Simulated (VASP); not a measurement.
# HfN (F-43m) in VASP: a series of runs

The runs below take HfN through single point, relaxation of cell and atoms, with r2SCAN.

Everything below comes from runs of VASP 6.6.1. Logs are shortened: lines on timing, memory, paths and dates and some standing lists are left out, and cuts for length are marked.

## (1) The cell of the first run

It takes space group F-43m (No. 216, cubic). Conventional cell: a = 4.892 Å, b = 4.892 Å, c = 4.892 Å, α = 90.00°, β = 90.00°, γ = 90.00°. Hf (site symmetry -43m) has 4 N at 2.12 Å within 2.8 Å. Within 2.8 Å of N (site symmetry -43m) lie 4 Hf at 2.12 Å.

## (2) Single point, r2SCAN

File POSCAR:

```
HfN
1.0
    0.0000000000      2.4458088211      2.4458088211
    2.4458088211      0.0000000000      2.4458088211
    2.4458088211      2.4458088211      0.0000000000
Hf N
1 1
Direct
    0.0000000000      0.0000000000      0.0000000000
    0.7500000000      0.7500000000      0.7500000000
```

File INCAR.step1:

```
  ALGO = Normal
  EDIFF = 1E-4
  ENCUT = 520
  GGA = PE
  ISMEAR = 0
  LASPH = T
  LCHARG = F
  LREAL = F
  LWAVE = T
  NBANDS = 14
  NELM = 100
  PREC = Accurate
  SIGMA = 0.15
```

File INCAR.step2:

```
  ALGO = Normal
  EDIFF = 1E-6
  ENCUT = 520
  ISIF = 2
  ISMEAR = 0
  ISTART = 1
  LASPH = T
  LCHARG = F
  LMIXTAU = T
  LREAL = F
  LWAVE = F
  METAGGA = R2SCAN
  NBANDS = 14
  NELM = 100
  PREC = Accurate
  SIGMA = 0.15
```

File KPOINTS:

```
k-points
0
Gamma
  22 22 22
```

Potentials or basis: VASP PAW PBE potentials, release 64 (Hf_pv, N).

Command:

```sh
cat potpaw_PBE.64/Hf_pv/POTCAR potpaw_PBE.64/N/POTCAR > POTCAR
cp INCAR.step1 INCAR
mpirun -np 1 vasp_std > vasp.out
cp INCAR.step2 INCAR
mpirun -np 1 vasp_std > vasp.out
```

OUTCAR:

```text
EDIFF = 1E-6
   ENCUT = 520
   ISIF = 2
   ISMEAR = 0
   ISTART = 1
   LASPH = T
   LREAL = F
   METAGGA = R2SCAN
   NELM = 100
   PREC = Accurate

 ion  position               nearest neighbor table
   1  0.000  0.000  0.000-   2 2.12   2 2.12   2 2.12   2 2.12
   2  0.750  0.750  0.750-   1 2.12   1 2.12   1 2.12   1 2.12

  LATTYP: Found a face centered cubic cell.
 ALAT       =     4.8916176422

  Lattice vectors:

 A1 = (   0.0000000000,   2.4458088211,   2.4458088211)
 A2 = (   2.4458088211,   0.0000000000,   2.4458088211)
 A3 = (   2.4458088211,   2.4458088211,   0.0000000000)

Analysis of symmetry for initial positions (statically):
=====================================================================
 Subroutine PRICEL returns:
 Original cell was already a primitive cell.

 Routine SETGRP: Setting up the symmetry group for a
 face centered cubic supercell.

 Subroutine GETGRP returns: Found 24 space group operations
 (whereof 24 operations were pure point group operations)
 out of a pool of 48 trial point group operations.

The static configuration has the point symmetry T_d .

Analysis of symmetry for dynamics (positions and initial velocities):
=====================================================================
 Subroutine PRICEL returns:
 Original cell was already a primitive cell.

 Routine SETGRP: Setting up the symmetry group for a
 face centered cubic supercell.

 Subroutine GETGRP returns: Found 24 space group operations
 (whereof 24 operations were pure point group operations)
 out of a pool of 48 trial point group operations.

The dynamic configuration has the point symmetry T_d .

 Subroutine INISYM returns: Found 24 space group operations
 (whereof 24 operations are pure point group operations),
 and found     1 'primitive' translations

----------------------------------------------------------------------------------------

                                     Primitive cell

  volume of cell :      29.2616

  direct lattice vectors                    reciprocal lattice vectors
     0.000000000  2.445808821  2.445808821    -0.204431350  0.204431350  0.204431350
     2.445808821  0.000000000  2.445808821     0.204431350 -0.204431350  0.204431350
     2.445808821  2.445808821  0.000000000     0.204431350  0.204431350 -0.204431350

  length of vectors
     3.458896006  3.458896006  3.458896006     0.354085485  0.354085485  0.354085485

  position of ions in fractional coordinates (direct lattice)
     0.000000000  0.000000000  0.000000000
     0.750000000  0.750000000  0.750000000

  ion indices of the primitive-cell ions
   primitive index   ion index
                 1           1
                 2           2

----------------------------------------------------------------------------------------

 KPOINTS: k-points

Automatic generation of k-mesh.
 Grid dimensions read from file:
 generate k-points for:   22   22   22

 Generating k-lattice:

  Cartesian coordinates                     Fractional coordinates (reciprocal lattice)
    -0.009292334  0.009292334  0.009292334     0.045454545  0.000000000  0.000000000
     0.009292334 -0.009292334  0.009292334     0.000000000  0.045454545  0.000000000
     0.009292334  0.009292334 -0.009292334     0.000000000  0.000000000  0.045454545

  Length of vectors
     0.016094795  0.016094795  0.016094795

  Shift w.r.t. Gamma in fractional coordinates (k-lattice)
     0.000000000  0.000000000  0.000000000

 Subroutine IBZKPT returns following result:
 ===========================================

 Found    328 irreducible k-points:

 Following reciprocal coordinates:
            Coordinates               Weight
  0.000000  0.000000  0.000000      1.000000
  0.045455  0.000000  0.000000      8.000000
  0.090909  0.000000  0.000000      8.000000
  0.136364  0.000000  0.000000      8.000000
  0.181818  0.000000  0.000000      8.000000
  0.227273  0.000000  0.000000      8.000000
[... 16 lines left out ...]
  0.500000  0.045455  0.000000     24.000000
 -0.454545  0.045455  0.000000     24.000000
 [... further k-points ...]
   k-points           NKPTS =    328   k-points in BZ     NKDIM =    328   number of bands    NBANDS=     14
   number of dos      NEDOS =    301   number of ions     NIONS =      2
   total plane-waves  NPLWV =  21952
   dimension x,y,z NGX =    28 NGY =   28 NGZ =   28
   dimension x,y,z NGXF=    56 NGYF=   56 NGZF=   56
   ions per type =               1   1
   NGX,Y,Z   is equivalent  to a cutoff of  13.46, 13.46, 13.46 a.u.
   NGXF,Y,Z  is equivalent  to a cutoff of  26.92, 26.92, 26.92 a.u.
 SYSTEM =  unknown system
   PREC   = accura    normal or accurate (medium, high low for compatibility)
   ISTART =      1    job   : 0-new  1-cont  2-samecut
   ICHARG =      0    charge: 1-file 2-atom 10-const
   ISPIN  =      1    spin polarized calculation?
   LNONCOLLINEAR =      F non collinear calculations
   LSORBIT =      F    spin-orbit coupling
   LASPH  =      T    aspherical Exc in radial PAW
   ENCUT  =  520.0 eV  38.22 Ry    6.18 a.u.   6.43  6.43  6.43*2*pi/ulx,y,z
   NELM   =    100;   NELMIN=  2; NELMDL=  0     # of ELM steps
   EDIFF  = 0.1E-05   stopping-criterion for ELM
   LREAL  =      F    real-space projection
   EDIFFG = 0.1E-04   stopping-criterion for IOM
   NSW    =      0    number of steps for IOM
   IBRION =     -1    ionic relax: 0-MD 1-quasi-New 2-CG
   NFREE  =      0    steps in history (QN), initial steepest desc. (CG)
   ISIF   =      2    stress and relaxation
   ISYM   =      2    0-nonsym 1-usesym 2-fastsym
   POTIM  = 0.5000    time-step for ionic-motion
   TEBEG  =    0.0;   TEEND  =   0.0 temperature during run
   PSTRESS=    0.0 pullay stress
   NELECT =      15.0000    total number of electrons
   NUPDOWN=      -1.0000    fix difference up-down
   EMIN   =  10.00;   EMAX   =-10.00  energy-range for DOS
   EFERMI =   0.00;   METHOD = LEGACY
   ISMEAR =     0;   SIGMA  =   0.15  broadening in eV -4-tet -1-fermi 0-gaus
   EFERMI_NEDOS =   21; number of points for ismear=-14 and -15
   IALGO  =     38    algorithm
   IMIX   =      4    mixing-type and parameters
     AMIX     =   0.40;   BMIX     =  1.00
     AMIX_MAG =   1.60;   BMIX_MAG =  1.00
  volume/ion in A,a.u.               =      14.63        98.73
  Fermi-wavevector in a.u.,A,eV,Ry     =   1.310205  2.475929 23.356283  1.716638
  Thomas-Fermi vector in A             =   2.440752
   LORBIT       =      0    0 simple, 1 ext, 2 COOP (PROOUT), +10 PAW based schemes
   METAGGA = R2SCAN    functional components
   LHFCALC =     F    Hartree Fock is set to
   AEXX    =    0.0000 exact exchange contribution
   IVDW    =     0    specifies the selected vdW correction
   LEPSILON=     F    determine dielectric tensor
   LRPA    =     F    only Hartree local field effects (RPA)
 non-spin polarized calculation
 Gauss-broadening in eV      SIGMA  =   0.15
  energy-cutoff  :      520.00
  volume of cell :       29.26
 maximum number of plane-waves:       806
 NGX is ok and might be reduce to    28
   NGX = 13   NGY = 13   NGZ = 13

 number of electron      15.0000002 magnetization

 Free energy of the ion-electron system (eV)
  ---------------------------------------------------
  ext. energy  EPLUGINS =         0.00000000
  ---------------------------------------------------
  free energy    TOTEN  =       -57.71873923 eV

  energy without entropy =      -57.71210634  energy(sigma->0) =      -57.71542278

 E-fermi :   5.8910     XC(G=0): -12.0048

 val. band max:        5.8622572817   @ k =  -0.4545   0.2727   0.1364
 cond. band min:       5.9057408586   @ k =   0.3636   0.2273   0.0455
 fundamental gap:      0.0434835769
 Fermi energy:         5.8910320954

 k-point     1 :       0.0000    0.0000    0.0000
  band No.  band energies     occupation
      1     -26.4454      2.00000
      2     -26.4454      2.00000
      3     -26.4453      2.00000
      4     -11.4318      2.00000
      5       0.0003      2.00000
      6       0.0003      2.00000
      7       0.0003      2.00000
      8       5.2091      2.00000
      9       8.3552      0.00000
     10       8.3552      0.00000
     11      12.8496      0.00000
     12      12.8496      0.00000
     13      12.8496      0.00000
     14      17.1178      0.00000

 k-point     2 :       0.0455    0.0000    0.0000
  band No.  band energies     occupation
      1     -26.4563      2.00000
      2     -26.4467      2.00000
      3     -26.4467      2.00000
      4     -11.4067      2.00000
      5      -0.0502      2.00000
      6       0.0164      2.00000
      7       0.0164      2.00000
      8       5.3307      2.00000
      9       8.3149      0.00000
     10       8.3149      0.00000
     11      12.7858      0.00000
     12      12.9061      0.00000
     13      12.9061      0.00000
     14      17.1177      0.00000

 k-point     3 :       0.0909    0.0000    0.0000
  band No.  band energies     occupation
      1     -26.4883      2.00000
      2     -26.4508      2.00000
      3     -26.4508      2.00000
      4     -11.3335      2.00000
      5      -0.1800      2.00000
      6       0.0630      2.00000
      7       0.0630      2.00000
      8       5.6686      1.96399
      9       8.2113      0.00000
     10       8.2113      0.00000
     11      12.6130      0.00000
     12      13.0499      0.00000
     13      13.0499      0.00000
     14      17.1176      0.00000
[... 324 lines left out ...]
 k-point    23 :       0.5000    0.0455    0.0000
  band No.  band energies     occupation
      1     -26.9522      2.00000
      2     -26.5194      2.00000
      3     -26.5151      2.00000
      4     -10.3338      2.00000
      5      -0.2282      2.00000
      6       0.6096      2.00000
      7       0.6575      2.00000
      8       7.3661      0.00000
      9       8.7418      0.00000
     10       8.8930      0.00000
     11      10.7252      0.00000
     12      11.4167      0.00000
     13      11.5865      0.00000
     14      15.8546      0.00000

 k-point    24 :      -0.4545    0.0455    0.0000
  band No.  band energies     occupation
      1     -26.9490      2.00000
      2     -26.5206      2.00000
      3     -26.5130      2.00000
      4     -10.3398      2.00000
      5      -0.2392      2.00000
      6       0.6113      2.00000
      7       0.6487      2.00000
      8       7.3916      0.00000
      9       8.7077      0.00000
     10       8.8553      0.00000
     11      10.7425      0.00000
     12      11.4988      0.00000
     13      11.6048      0.00000
     14      15.7884      0.00000

 [... further k-points ...]

------------------------ aborting loop because EDIFF is reached ----------------------------------------

  FORCE on cell =-STRESS in cart. coord.  units (eV):
  Direction    XX          YY          ZZ          XY          YZ          ZX
  --------------------------------------------------------------------------------------
  -------------------------------------------------------------------------------------
  Total       -0.2409970     -0.2409970     -0.2409970      0.0000000     -0.0000000      0.0000000
  in kB      -13.1954645    -13.1954645    -13.1954645      0.0000000     -0.0000000      0.0000000
  external PRESSURE =     -13.1954645 kB  Pullay stress =       0.0000000 kB

 VOLUME and BASIS-vectors are now :
 -----------------------------------------------------------------------------
  energy-cutoff  :      520.00
  volume of cell :       29.26
      direct lattice vectors                 reciprocal lattice vectors
     0.000000000  2.445808821  2.445808821    -0.204431350  0.204431350  0.204431350
     2.445808821  0.000000000  2.445808821     0.204431350 -0.204431350  0.204431350
     2.445808821  2.445808821  0.000000000     0.204431350  0.204431350 -0.204431350

 POSITION                                       TOTAL-FORCE (eV/Angst)
 -----------------------------------------------------------------------------------
      0.00000      0.00000      0.00000         0.000000      0.000000      0.000000
      3.66871      3.66871      3.66871        -0.000000     -0.000000     -0.000000
 -----------------------------------------------------------------------------------
    total drift:                               -0.000000     -0.000000     -0.000001

  FREE ENERGIE OF THE ION-ELECTRON SYSTEM (eV)
  ---------------------------------------------------
  free  energy   TOTEN  =       -57.7187392275 eV

  energy  without entropy=      -57.7121063356  energy(sigma->0) =      -57.71542278
```

Wall time 3.5 min (1 thread of Intel Xeon 6975P-C (Granite Rapids), shared host); peak memory 0.28 GiB.

Results:

```
Free energy            : -57.7187 eV
Pressure               : -1.3 GPa
Band gap on the k mesh : zero (an odd number of electrons rules out a gap without spin polarisation)
```

Levels at points of the mesh, in eV from the Fermi level:
```csv
k point,band 5,band 6,band 7,band 8,band 9,band 10
"(0.00, 0.00, 0.00)",-5.89,-5.89,-5.89,-0.68,2.46,2.46
"(0.50, 0.00, 0.00)",-6.13,-5.26,-5.26,1.56,2.99,2.99
"(0.50, 0.50, 0.00)",-7.27,-3.98,-3.98,-1.31,2.49,4.36
```

Caveat: the PAW data sets were made with another functional, which shifts forces and pressure a little; spin-orbit coupling is left out, which moves the levels of the heavy elements.

## (3) Single point, r2SCAN

POSCAR is that of step 2.

File INCAR.step1:

```
PREC     = Accurate       # precision mode
ENCUT    = 520            # plane-wave cutoff, eV
ISMEAR   = 0              # smearing method
SIGMA    = 0.15           # smearing width, eV
LREAL    = False          # projectors in reciprocal space
LASPH    = True           # aspherical terms in the spheres
NELM     = 100            # most SCF steps
NBANDS   = 14             # bands
GGA      = PE             # functional
ALGO     = Normal         # electronic algorithm
EDIFF    = 1E-4           # SCF threshold, eV
LWAVE    = True           # write WAVECAR
LCHARG   = False          # write CHGCAR
```

File INCAR.step2:

```
PREC     = Accurate       # precision mode
ENCUT    = 520            # plane-wave cutoff, eV
EDIFF    = 1E-6           # SCF threshold, eV
ISMEAR   = 0              # smearing method
SIGMA    = 0.15           # smearing width, eV
LREAL    = False          # projectors in reciprocal space
LASPH    = True           # aspherical terms in the spheres
NELM     = 100            # most SCF steps
ALGO     = Normal         # electronic algorithm
ISIF     = 2              # what is computed and relaxed
LWAVE    = False          # write WAVECAR
LCHARG   = True           # write CHGCAR
METAGGA  = R2SCAN         # meta-GGA
LMIXTAU  = True         
LELF     = True           # ELF
LVHAR    = True         
NBANDS   = 14             # bands
ISTART   = 1
```

File KPOINTS:

```
Automatic mesh
0
Gamma
  24 24 24
```

Potentials or basis: VASP PAW PBE potentials, release 64 (Hf_pv, N).

Command:

```sh
cat potpaw_PBE.64/Hf_pv/POTCAR potpaw_PBE.64/N/POTCAR > POTCAR
cp INCAR.step1 INCAR
mpirun -np 1 vasp_std > vasp.out
cp INCAR.step2 INCAR
mpirun -np 1 vasp_std > vasp.out
```

It took 4.5 min on 1 thread of Intel Xeon 6975P-C (Granite Rapids), shared host; peak memory 0.3 GiB.

The run converged. Its results:

```yaml
Free_energy: -57.7186 eV
Pressure: -1.3 GPa
Band_gap_on_the_k_mesh: zero (an odd number of electrons rules out a gap without spin polarisation)
```

Levels at points of the mesh, in eV from the Fermi level:
```
           k point  band 5  band 6  band 7  band 8  band 9  band 10
(0.00, 0.00, 0.00)   -5.89   -5.89   -5.89   -0.68    2.47     2.47
(0.50, 0.00, 0.00)   -6.13   -5.26   -5.26    1.56    3.00     3.00
(0.50, 0.50, 0.00)   -7.26   -3.98   -3.98   -1.30    2.49     4.36
```

Caveat: the PAW data sets were made with another functional, which shifts forces and pressure a little; spin-orbit coupling is left out, which moves the levels of the heavy elements.

## (4) Relaxation of cell and atoms, r2SCAN

This run uses another cell than the first one, of 14.79 Å³/atom.

File POSCAR:

```
HfN
1.0
    0.0000000000      2.4548220000      2.4548220000
    2.4548220000      0.0000000000      2.4548220000
    2.4548220000      2.4548220000      0.0000000000
Hf N
1 1
Direct
    0.0000000000      0.0000000000      0.0000000000
    0.7500000000      0.7500000000      0.7500000000
```

File INCAR.step1:

```
  PREC = Accurate
  ENCUT = 600
  ISMEAR = 0
  SIGMA = 0.1
  LREAL = False
  LASPH = True
  NELM = 60
  GGA = PE
  ALGO = Normal
  EDIFF = 1E-4
  LWAVE = True
  LCHARG = False
```

File INCAR.step2:

```
  PREC = Accurate
  ENCUT = 600
  EDIFF = 1E-6
  ISMEAR = 0
  SIGMA = 0.1
  LREAL = False
  LASPH = True
  NELM = 60
  ALGO = Normal
  ISIF = 3
  LWAVE = False
  LCHARG = False
  METAGGA = R2SCAN
  LMIXTAU = True
  IBRION = 2
  NSW = 100
  EDIFFG = -0.005
  ISTART = 1
```

File KPOINTS:

```
Automatic mesh
0
Gamma
  14 14 14
```

Command:

```sh
cat potpaw_PBE.64/Hf_pv/POTCAR potpaw_PBE.64/N/POTCAR > POTCAR
cp INCAR.step1 INCAR
mpirun -np 1 vasp_std > vasp.out
cp INCAR.step2 INCAR
mpirun -np 1 vasp_std > vasp.out
```

Wall time 2.9 min (1 thread of Intel Xeon 6975P-C (Granite Rapids), shared host); peak memory 0.21 GiB.

It converged, with:

* Free energy: -57.7179 eV
* Relaxed volume: 14.54 Å³/atom
* Relaxed cell: a = 3.452 Å, b = 3.452 Å, c = 3.452 Å, α = 60.00°, β = 60.00°, γ = 60.00°
* Space group after relaxing (to 0.1 Å): F-43m (No. 216)
* Energy gained by relaxing: 2.8 meV/atom
* Ionic steps: 3
* Pressure after relaxing: 0.0 GPa
* Band gap on the k mesh: zero (an odd number of electrons rules out a gap without spin polarisation)

Step by step:
| step | energy change (eV) | largest force (eV/Å) | pressure (GPa) | volume (Å³) |
| --- | --- | --- | --- | --- |
| 1 | 0.0000 | 0.0000 | -3.51 | 29.59 |
| 2 | 0.0119 | 0.0000 | 6.71 | 28.22 |
| 3 | -0.0056 | 0.0000 | -0.04 | 29.08 |

Final structure:
```
Hf N
1.0
     0.00000    2.44082    2.44082
     2.44082    0.00000    2.44082
     2.44082    2.44082    0.00000
Hf N
1 1
Direct
  0.00000 0.00000 0.00000
  0.75000 0.75000 0.75000
```

Levels at points of the mesh, in eV from the Fermi level:
```csv
k point,band 5,band 6,band 7,band 8,band 9,band 10
"(0.00, 0.00, 0.00)",-5.93,-5.93,-5.93,-0.68,2.47,2.47
"(0.50, 0.00, 0.00)",-6.15,-5.29,-5.29,1.56,3.00,3.00
"(0.50, 0.50, 0.00)",-7.31,-3.99,-3.99,-1.32,2.50,4.38
```

Caveat: the PAW data sets were made with another functional, which shifts forces and pressure a little; spin-orbit coupling is left out, which moves the levels of the heavy elements.

## (5) Overview

```csv
task,cell,k mesh,cutoff (eV),smearing,gap on the mesh (eV),pressure (GPa)
single point,"a = 3.459 Å, angles 60.0°, 2 atoms",22 × 22 × 22,520,gaussian 0.15 eV,none,-1.3
single point,"a = 3.459 Å, angles 60.0°, 2 atoms",24 × 24 × 24,520,gaussian 0.15 eV,none,-1.3
relaxation of cell and atoms,"relaxed from a = 3.472 Å, angles 60.0°, 2 atoms",14 × 14 × 14,600,gaussian 0.1 eV,none,0.0
```

Alike in all rows: level r2SCAN; potentials or basis VASP PAW PBE potentials, release 64 (Hf_pv, N); no spin polarisation.

Caveats: the PAW data sets were made with another functional, which shifts forces and pressure a little; spin-orbit coupling is left out, which moves the levels of the heavy elements.

Absolute energies hang on the potentials; compare differences alone.

The gap in the log of VASP goes by the Fermi energy; the results here count the filled bands.